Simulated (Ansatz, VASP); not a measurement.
**One calculation of WSe2, two programs**

```
W Se
1.0
     3.34352    0.00000    0.00000
    -1.67176    2.89557    0.00000
     0.00000    0.00000   12.41450
W Se
2 4
Direct
  0.33333 0.66667 0.25000
  0.66667 0.33333 0.75000
  0.33333 0.66667 0.61458
  0.66667 0.33333 0.11458
  0.33333 0.66667 0.88542
  0.66667 0.33333 0.38542
```

Change from the starting cell: strain +0.0350 x Voigt [1, 1, 0, 0, 0, 0], atoms carried along.

Alike in both runs: task single point; functional PBEsol; dispersion D3(BJ); k mesh 12 × 12 × 4; occupations gaussian, width 0.05 eV; no spin polarisation.

|  | VASP | Ansatz |
| --- | --- | --- |
| version | VASP 6.6.1 | Ansatz 0.2.0 |
| potentials or method | VASP PAW PBE potentials, release 64 (W_sv, Se), cutoff 520 eV | scalar-relativistic, plane waves, PAW |
| valence electrons in the cell | 52 | 92 |

```csv
,VASP,Ansatz,Ansatz less VASP
gap on the k mesh at the Fermi level (eV),0.72,0.73,+0.006
least direct gap on the mesh (eV),1.33,1.33,+0.003
pressure (GPa),-8.5,-8.9,-0.36
"traceless stress, the component that is largest in VASP (GPa)",2.43,2.35,-0.084
rms of the force components (eV/Å),0.305,0.328,+0.0239
```

VASP's potentials were made for PBE, not for PBEsol. Atom by atom the forces differ by 0.024 eV/Å (rms over components). VASP's potentials hold 52 valence electrons a cell and Ansatz's 92, so a difference there can come from the potentials and not from the codes.

Neither program's run includes spin-orbit coupling.
